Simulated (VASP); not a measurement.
# Ti12B24F (a cell with a defect) in VASP: single point with PBE

Aim: the single point of Ti12B24F (a cell with a defect) with PBE.

Program: VASP 6.6.1. These are calculated values, not measurements. Logs are shortened: lines on timing, memory, paths and dates and some standing lists are left out, and cuts for length are marked.

**1. The cell of the first run**

The cell holds a defect, 37 atoms: a = 6.064 Å, b = 9.095 Å, c = 6.448 Å, α = 90.00°, β = 90.00°, γ = 120.00°.

**2. Single point, PBE**

INCAR

```
SYSTEM = Ti12B24F
PREC = Accurate ; ENCUT = 520
EDIFF = 1E-6 ; ISMEAR = 1
SIGMA = 0.1 ; LREAL = Auto
LASPH = .True. ; NELM = 60
ALGO = Normal ; ISIF = 2
LWAVE = .False. ; LCHARG = .False.
GGA = PE ; NBANDS = 136
```

KPOINTS

```
Automatic mesh
0
Gamma
  3 2 2
  0 0 0
```

POSCAR

```
Ti12B24F
1.0
    6.0635047200      0.0000000600      0.0000000000
   -4.5476286100      7.8767236400      0.0000000000
    0.0000000000      0.0000000000      6.4483601600
Ti B F
12 24 1
Direct
    0.0076108348     -0.0260414114     -0.0132982647
    0.0008029684     -0.0019674424      0.4975668108
    0.0102868791      0.3664799136     -0.0117259269
    0.0005394849      0.3363315918      0.4974469354
   -0.0029014715      0.6660446957     -0.0015442686
   -0.0024940105      0.6659267533      0.4965220491
    0.4902946888     -0.0045995050     -0.0037290101
    0.4920682567     -0.0037196975      0.4978791383
    0.4987393209      0.3328447321     -0.0005199772
    0.5042025464      0.3358923190      0.5027017598
    0.5000265443      0.6679739204     -0.0019716641
    0.4997322188      0.6670167966      0.4973762198
    0.1837699501      0.2284179401      0.2895579579
    0.3302538218      0.1112946220      0.2510604184
    0.1680093383      0.2230097272      0.7357785363
    0.3328031357      0.1113541645      0.7476303867
    0.1652205982      0.5570964770      0.2499295883
    0.3305927674      0.4437371603      0.2495820581
    0.1670966193      0.5589918082      0.7418434891
    0.3321544980      0.4446925067      0.7473374440
    0.1663853943      0.8870730153      0.2494274451
    0.3317830646      0.7766887934      0.2508236140
    0.1679147453      0.8863060720      0.7424375936
    0.3353011419      0.7782757476      0.7451319220
    0.6619376050      0.2242126347      0.2602227479
    0.8280861564      0.1097849804      0.2891960055
    0.6666828116      0.2216769357      0.7489161399
    0.8305722002      0.1104433759      0.7177762850
    0.6642648452      0.5552592880      0.2493630877
    0.8306222621      0.4454937244      0.2508695172
    0.6633766277      0.5552195507      0.7473022413
    0.8311134217      0.4467495765      0.7443103178
    0.6619773470      0.8839892420      0.2590480306
    0.8308355040      0.7755551965      0.2503140271
    0.6674332270      0.8892426953      0.7459930712
    0.8311970867      0.7744226190      0.7428707270
   -0.0903507030      0.1372643062      0.0508699874
```

Potentials or basis: VASP PAW PBE potentials, release 64 (Ti_sv, B, F).

Started as:

```sh
cat potpaw_PBE.64/Ti_sv/POTCAR potpaw_PBE.64/B/POTCAR potpaw_PBE.64/F/POTCAR > POTCAR
mpirun -np 1 vasp_std > vasp.out
```

OUTCAR:

```text
SYSTEM = Ti12B24F
   PREC = Accurate
   ENCUT = 520
   EDIFF = 1E-6
   ISMEAR = 1
   LREAL = Auto
   LASPH = .True.
   NELM = 60
   ISIF = 2
   GGA = PE

 ion  position               nearest neighbor table
   1  0.008  0.974  0.987-  37 1.90  23 2.20  36 2.23  21 2.28  34 2.32  16 2.32  35 2.38  14 2.42
                            33 2.54   5 2.77   7 2.83
   2  0.001  0.998  0.498-  26 2.24  13 2.26  28 2.28  15 2.35  14 2.35  33 2.35  23 2.36  21 2.37
                            36 2.37  34 2.37  35 2.37  16 2.37
   3  0.010  0.366  0.988-  37 1.90  19 2.20  32 2.23  17 2.26  20 2.31  30 2.31  27 2.39  18 2.40
                            25 2.55   5 2.77  11 2.86
   4  0.001  0.336  0.497-  26 2.23  13 2.26  28 2.28  25 2.35  15 2.35  18 2.36  19 2.36  17 2.36
                            30 2.37  20 2.37  32 2.37  27 2.39
   5  0.997  0.666  0.998-  34 2.38  21 2.38  17 2.38  30 2.38  32 2.38  29 2.38  36 2.39  31 2.39
                            23 2.40  22 2.40  19 2.40  24 2.41   3 2.77   1 2.77
   6  0.998  0.666  0.497-  19 2.35  36 2.35  30 2.35  23 2.35  32 2.35  34 2.35  17 2.36  21 2.36
                            22 2.36  29 2.37  31 2.39  24 2.39
   7  0.490  0.995  0.996-  37 2.23  23 2.35  24 2.36  21 2.36  16 2.37  22 2.38  27 2.39  35 2.39
                            14 2.40  33 2.46  25 2.48  28 2.53   1 2.83
   8  0.492  0.996  0.498-  26 2.22  28 2.27  23 2.32  21 2.34  24 2.34  33 2.35  22 2.35  25 2.36
                            14 2.37  16 2.37  35 2.38  27 2.40
   9  0.499  0.333  0.999-  30 2.38  29 2.38  14 2.38  16 2.38  18 2.38  27 2.39  31 2.39  20 2.39
                            32 2.40  25 2.40  15 2.43  13 2.50
  10  0.504  0.336  0.503-  13 2.17  25 2.32  32 2.32  15 2.32  31 2.34  30 2.36  20 2.36  27 2.37
                            16 2.37  29 2.38  14 2.40  18 2.40
  11  0.500  0.668  0.998-  31 2.38  34 2.38  24 2.38  35 2.38  22 2.38  29 2.39  20 2.39  33 2.39
                            17 2.39  36 2.39  18 2.40  19 2.41   3 2.86
  12  0.500  0.667  0.497-  33 2.30  36 2.35  19 2.35  34 2.36  22 2.36  24 2.36  29 2.37  31 2.37
                            17 2.37  35 2.37  18 2.38  20 2.38
  13  0.184  0.228  0.290-  14 1.71  18 1.72  26 1.87  10 2.17   4 2.26   2 2.26   9 2.50
  14  0.330  0.111  0.251-  13 1.71  25 1.74  21 1.77   2 2.35   8 2.37   9 2.38  10 2.40   7 2.40
                             1 2.42
  15  0.168  0.223  0.736-  16 1.75  20 1.75  28 1.78  10 2.32   2 2.35   4 2.35   9 2.43
  16  0.333  0.111  0.748-  15 1.75  27 1.75  23 1.77   1 2.32   7 2.37  10 2.37   8 2.37   2 2.37
                             9 2.38
  17  0.165  0.557  0.250-  22 1.73  30 1.76  18 1.76   3 2.26   6 2.36   4 2.36  12 2.37   5 2.38
                            11 2.39
  18  0.331  0.444  0.250-  13 1.72  29 1.75  17 1.76   4 2.36  12 2.38   9 2.38   3 2.40  11 2.40
                            10 2.40
  19  0.167  0.559  0.742-  24 1.73  32 1.76  20 1.77   3 2.20   6 2.35  12 2.35   4 2.36   5 2.40
                            11 2.41
  20  0.332  0.445  0.747-  31 1.74  15 1.75  19 1.77   3 2.31  10 2.36   4 2.37  12 2.38  11 2.39
                             9 2.39
  21  0.166  0.887  0.249-  22 1.74  34 1.76  14 1.77   1 2.28   8 2.34   7 2.36   6 2.36   2 2.37
[... 14 lines left out ...]
                            11 2.39
  30  0.831  0.445  0.251-  29 1.74  25 1.74  17 1.76   3 2.31   6 2.35  10 2.36   4 2.37   9 2.38
[... 246 lines left out ...]
  volume/ion in A,a.u.               =       8.32        56.17
  Fermi-wavevector in a.u.,A,eV,Ry     =   1.470066  2.778022 29.403480  2.161095
  Thomas-Fermi vector in A             =   2.585368
   LORBIT       =      0    0 simple, 1 ext, 2 COOP (PROOUT), +10 PAW based schemes
   GGA     = PE    functional components
   LHFCALC =     F    Hartree Fock is set to
   AEXX    =    0.0000 exact exchange contribution
   IVDW    =     0    specifies the selected vdW correction
   LEPSILON=     F    determine dielectric tensor
   LRPA    =     F    only Hartree local field effects (RPA)
 non-spin polarized calculation
 Methfessel and Paxton  Order N= 1 SIGMA  =   0.10
  energy-cutoff  :      520.00
  volume of cell :      307.98
 maximum number of plane-waves:      8324
 NGX is ok and might be reduce to    48
   NGX = 23   NGY = 33   NGZ = 23

 number of electron     223.0000002 magnetization

 Free energy of the ion-electron system (eV)
  ---------------------------------------------------
  ext. energy  EPLUGINS =         0.00000000
  ---------------------------------------------------
  free energy    TOTEN  =      -290.26760078 eV

  energy without entropy =     -290.26445172  energy(sigma->0) =     -290.26655109

 E-fermi :  10.1831     XC(G=0): -12.8623

 val. band max:       10.1429314392   @ k =   0.3333   0.5000   0.0000
 cond. band min:      10.2052247121   @ k =   0.3333   0.5000   0.0000
 fundamental gap:      0.0622932729
 Fermi energy:        10.1830958285

 k-point     1 :       0.0000    0.0000    0.0000
  band No.  band energies     occupation
      1     -46.8962      2.00000
      2     -46.8287      2.00000
      3     -46.8217      2.00000
      4     -46.6791      2.00000
      5     -46.6636      2.00000
      6     -46.6317      2.00000
[... 997 lines left out ...]
    122      11.7816     -0.00000
    123      11.8764     -0.00000
 [bands above 123 left out]

------------------------ aborting loop because EDIFF is reached ----------------------------------------

  FORCE on cell =-STRESS in cart. coord.  units (eV):
  Direction    XX          YY          ZZ          XY          YZ          ZX
  --------------------------------------------------------------------------------------
  -------------------------------------------------------------------------------------
  Total       17.8573205     22.1113666     21.9281797     -4.2698700      0.2263193     -0.2402068
  in kB       92.8984050    115.0290549    114.0760692    -22.2129697      1.1773715     -1.2496180
  external PRESSURE =     107.3345097 kB  Pullay stress =       0.0000000 kB

 VOLUME and BASIS-vectors are now :
 -----------------------------------------------------------------------------
  energy-cutoff  :      520.00
  volume of cell :      307.98
      direct lattice vectors                 reciprocal lattice vectors
     6.063504720  0.000000060  0.000000000     0.164921121  0.095217255  0.000000000
    -4.547628610  7.876723640  0.000000000    -0.000000001  0.126956339  0.000000000
     0.000000000  0.000000000  6.448360160     0.000000000  0.000000000  0.155078187

 POSITION                                       TOTAL-FORCE (eV/Angst)
 -----------------------------------------------------------------------------------
     -4.38305      7.67160      6.36261         0.195343      0.223280     -0.019908
     -4.53381      7.86123      3.20849         0.082151      0.034628     -0.000000
     -1.60424      2.88666      6.37275         0.239727      0.052790      0.022932
     -1.52624      2.64919      3.20772         0.048226      0.044646     -0.019204
      3.01699      5.24625      6.43840         0.001034     -0.004759     -0.012295
      3.01999      5.24532      3.20175         0.011808     -0.007184      0.007813
[... 29 lines left out ...]
      1.51818      6.09991      4.79030         0.033235      0.040681      0.031067
      4.89144      1.08119      0.32803        -1.506305     -0.847483      0.004439
 -----------------------------------------------------------------------------------
    total drift:                               -0.000457     -0.017164     -0.005762

  FREE ENERGIE OF THE ION-ELECTRON SYSTEM (eV)
  ---------------------------------------------------
  free  energy   TOTEN  =      -290.2676007757 eV

  energy  without entropy=     -290.2644517226  energy(sigma->0) =     -290.26655109
```

Wall time 6.4 min (1 thread of Intel Xeon 6975P-C (Granite Rapids), shared host); peak memory 0.52 GiB.

Results:

| Property | Result |
| --- | --- |
| Free energy | -290.2676 eV |
| Pressure | 10.7 GPa |
| Largest force | 1.728 eV/Å |
| Band gap on the k mesh | zero (an odd number of electrons rules out a gap without spin polarisation) |

Forces on the atoms (eV/Å):
```
Ti   0.195  0.223 -0.020
Ti   0.082  0.035  0.000
Ti   0.240  0.053  0.023
Ti   0.048  0.045 -0.019
Ti   0.001 -0.005 -0.012
Ti   0.012 -0.007  0.008
Ti   0.021 -0.014 -0.044
Ti   0.067  0.020 -0.083
Ti  -0.090 -0.098  0.021
Ti  -0.019 -0.002  0.040
Ti   0.040  0.067  0.004
Ti   0.054  0.030  0.005
B    0.116  0.072 -0.085
B   -0.011  0.027 -0.060
B    0.021  0.015  0.239
B    0.067  0.007 -0.046
B    0.010  0.006 -0.013
B    0.018 -0.004 -0.063
B    0.035  0.008  0.007
B    0.045  0.048 -0.004
B    0.026  0.014 -0.050
B    0.024 -0.006  0.018
B    0.033  0.023  0.003
B    0.031  0.013 -0.020
B   -0.092  0.079  0.160
B    0.162  0.102 -0.015
B    0.036  0.030 -0.015
B    0.058  0.033 -0.184
B    0.019  0.009 -0.018
B    0.030  0.011 -0.015
B    0.047  0.035  0.031
B    0.060  0.013  0.047
B    0.018 -0.113  0.165
B    0.026  0.021 -0.004
B    0.045  0.016 -0.036
B    0.033  0.041  0.031
F   -1.506 -0.847  0.004
```

Caveat: the k points lie up to 0.49 Å⁻¹ apart, too coarse for converged energies and pressures of a metal; an odd number of electrons without spin polarisation forces a metal; a magnetic or distorted state may lie lower.
